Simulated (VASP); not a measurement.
Here is a VASP 6.6.1 calculation.

The input INCAR:

```
SYSTEM = RbNa2
  PREC = Accurate
  ENCUT = 520
  EDIFF = 1E-6
  ISMEAR = 0
  SIGMA = 0.1
  LREAL = .FALSE.
  LASPH = .TRUE.
  NELM = 100
  ALGO = Normal
  ISIF = 2
  LWAVE = .FALSE.
  LCHARG = .FALSE.
  GGA = PE
  NBANDS = 32
```

Contents of KPOINTS:

```
Automatic mesh
0
G
  4 4 2
  0 0 0
```

POSCAR

```
RbNa2
1.0
    3.8885786000      0.0000000000      0.0000000000
    0.0000000000      3.8885786000      0.0000000000
    0.0000000000      0.0000000000     11.2138198400
Rb Na
2 4
Direct
    0.0000000000      0.0000000000      0.0000000000
    0.5000000000      0.5000000000      0.5000000000
    0.0000000000      0.5000000000      0.1250000000
    0.0000000000      0.5000000000      0.6250000000
    0.5000000000      0.0000000000      0.3750000000
    0.5000000000      0.0000000000      0.8750000000
```

Potentials or basis: VASP PAW PBE potentials, release 64 (Rb_sv, Na_pv).

Command:

```sh
$ cat potpaw_PBE.64/Rb_sv/POTCAR potpaw_PBE.64/Na_pv/POTCAR > POTCAR
$ mpirun -np 1 vasp_std > vasp.out
```

Task: Estimate the largest force.

Result: 3.222 eV/Å.

Task: What does it give for the pressure?

Result: 15.2 GPa.

Task: Estimate the band gap on the k mesh.

Result: Zero (bands 23 and 24 overlap by 2.27 eV).

Forces in eV/Å, atoms in the order of the input:
```
Rb   0.000  0.000  0.000
Rb   0.000  0.000  0.000
Na   0.000  0.000  3.222
Na   0.000  0.000  3.222
Na   0.000  0.000 -3.222
Na   0.000  0.000 -3.222
```

Caveat: the k points lie up to 0.40 Å⁻¹ apart, too coarse for converged energies and pressures of a metal; forces of over 1 eV/Å act on the atoms, so gaps and moduli don't describe the material at rest.
